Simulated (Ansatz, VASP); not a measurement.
**One calculation of Si, two programs**

INCAR

```
SYSTEM = Si
ALGO = Normal
EDIFF = 1E-6
EDIFFG = -0.04
ENCUT = 600
GGA = PE
IBRION = 2
ISIF = 3
ISMEAR = 0
LASPH = .True.
LCHARG = .False.
LREAL = .False.
LWAVE = .False.
NELM = 60
NSW = 90
PREC = Accurate
SIGMA = 0.1
```

Contents of KPOINTS:

```
k-points
0
Gamma
  6 6 2
  0 0 0
```

File POSCAR:

```
Si
1.0
    3.4769199800      0.0000000000      0.0000000000
   -1.7384599900      3.0111010300      0.0000000000
    0.0000000000      0.0000000000     13.3861419200
Si
7
Direct
    0.3333333300      0.6666666700      0.5714285700
    0.6666666700      0.3333333300      0.7142857100
    0.3333333300      0.6666666700      0.8571428600
    0.0000000000      0.0000000000      0.0000000000
    0.6666666700      0.3333333300      0.1428571400
    0.3333333300      0.6666666700      0.2857142900
    0.6666666700      0.3333333300      0.4285714300
```

Input for Ansatz:

```yaml
crystal:
  lattice:
    - [3.47691998, 0.0, 0.0]
    - [-1.73845999, 3.01110103, 0.0]
    - [0.0, 0.0, 13.38614192]
  atoms:
    - { symbol: Si, position: [0.33333333, 0.66666667, 0.57142857] }
    - { symbol: Si, position: [0.66666667, 0.33333333, 0.71428571] }
    - { symbol: Si, position: [0.33333333, 0.66666667, 0.85714286] }
    - { symbol: Si, position: [0.0, 0.0, 0.0] }
    - { symbol: Si, position: [0.66666667, 0.33333333, 0.14285714] }
    - { symbol: Si, position: [0.33333333, 0.66666667, 0.28571429] }
    - { symbol: Si, position: [0.66666667, 0.33333333, 0.42857143] }
basis:
  ecutwfc: 420
kpoints:
  mp_grid: { grid: [6, 6, 2] }
hamiltonian:
  xc: pbe
scf:
  occupations: { method: gaussian, width: 0.1 }
  lower_state_search: "off"
output:
  forces: true
  stress: true
  eigenvalues: true
relax:
  adjacent_minimum: "off"
  f_tol: 0.04
  max_steps: 70
  cell: { stress_tol: 0.4 }
```

Alike in both runs: task relaxation of cell and atoms; functional PBE; k mesh 6 × 6 × 2; occupations gaussian, width 0.1 eV; no spin polarisation.

|  | VASP | Ansatz |
| --- | --- | --- |
| version | VASP 6.6.1 | Ansatz 0.2.0 |
| potentials or method | VASP PAW PBE potentials, release 64 (Si), cutoff 600 eV | scalar-relativistic, plane waves, PAW |
| valence electrons in the cell | 28 | 28 |

Ansatz gave:

* gap on the k mesh at the Fermi level, each at its own relaxed structure (eV): none
* relaxed volume (Å³/atom): 16.33
* relaxed cell length with the largest relative difference (Å): 3.439

Task: What did VASP give for the same quantities?

Result: gap on the k mesh at the Fermi level, each at its own relaxed structure (eV): none; relaxed volume (Å³/atom): 16.31; relaxed cell length with the largest relative difference (Å): 3.437.

A gap of «none» marks a metal or a gap that the smearing closes.

Noted on VASP's run: the volume moved by over 15 % at a fixed basis, so the end points are rough.
